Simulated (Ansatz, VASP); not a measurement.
## One calculation of ZrWO4, two programs

File INCAR:

```
PREC = Accurate
ENCUT = 520
EDIFF = 1E-6
ISMEAR = 0
SIGMA = 0.1
LREAL = F
LASPH = T
NELM = 80
ALGO = Normal
ISIF = 2
LWAVE = F
LCHARG = F
GGA = PE
NBANDS = 34
```

KPOINTS

```
regular mesh
0
Gamma
  4 4 4
```

Contents of POSCAR:

```
ZrWO4
1.0
    0.0000000000      3.2736130000      3.2736130000
    3.2736130000      0.0000000000      3.2736130000
    3.2736130000      3.2736130000      0.0000000000
Zr W O
1 1 4
Direct
    0.0000000000      0.0000000000      0.0000000000
    0.7500000000      0.7500000000      0.7500000000
    0.8713859900      0.3762046700      0.3762046700
    0.3762046700      0.3762046700      0.3762046700
    0.3762046700      0.8713859900      0.3762046700
    0.3762046700      0.3762046700      0.8713859900
```

Input for Ansatz:

```yaml
crystal:
  lattice:
    - [0.0, 3.273613, 3.273613]
    - [3.273613, 0.0, 3.273613]
    - [3.273613, 3.273613, 0.0]
  atoms:
    - { symbol: Zr, position: [0.0, 0.0, 0.0] }
    - { symbol: W, position: [0.75, 0.75, 0.75] }
    - { symbol: O, position: [0.87138599, 0.37620467, 0.37620467] }
    - { symbol: O, position: [0.37620467, 0.37620467, 0.37620467] }
    - { symbol: O, position: [0.37620467, 0.87138599, 0.37620467] }
    - { symbol: O, position: [0.37620467, 0.37620467, 0.87138599] }
basis:
  ecutwfc: 420
kpoints:
  mp_grid: { grid: [4, 4, 4] }
hamiltonian:
  xc: pbe
scf:
  occupations: { method: gaussian, width: 0.1 }
  lower_state_search: "off"
output:
  forces: true
  stress: true
  eigenvalues: true
```

Change from the starting cell: species swapped into the CeMnNi4 type (F-43m, No. 216).

Alike in both runs: task single point; functional PBE; k mesh 4 × 4 × 4; occupations gaussian, width 0.1 eV; no spin polarisation.

```csv
,VASP,Ansatz
version,VASP 6.6.1,Ansatz 0.2.0
potentials or method,"VASP PAW PBE potentials, release 64 (Zr_sv, W_sv, O), cutoff 520 eV","scalar-relativistic, plane waves, PAW"
valence electrons in the cell,50,50
```

|  | VASP | Ansatz | Ansatz less VASP |
| --- | --- | --- | --- |
| gap on the k mesh at the Fermi level (eV) | none | none | - |
| pressure (GPa) | -15.1 | -15.1 | -0.05 |
| rms of the force components (eV/Å) | 0.051 | 0.052 | +0.0007 |

Atom by atom the forces differ by 0.001 eV/Å (rms over components). A gap of «none» marks a metal or a gap that the smearing closes. The functional is the same, so the differences come from potentials, cutoffs and numerics.

The k mesh is coarse, so the values compare programs but aren't converged. Neither program's run includes spin-orbit coupling.
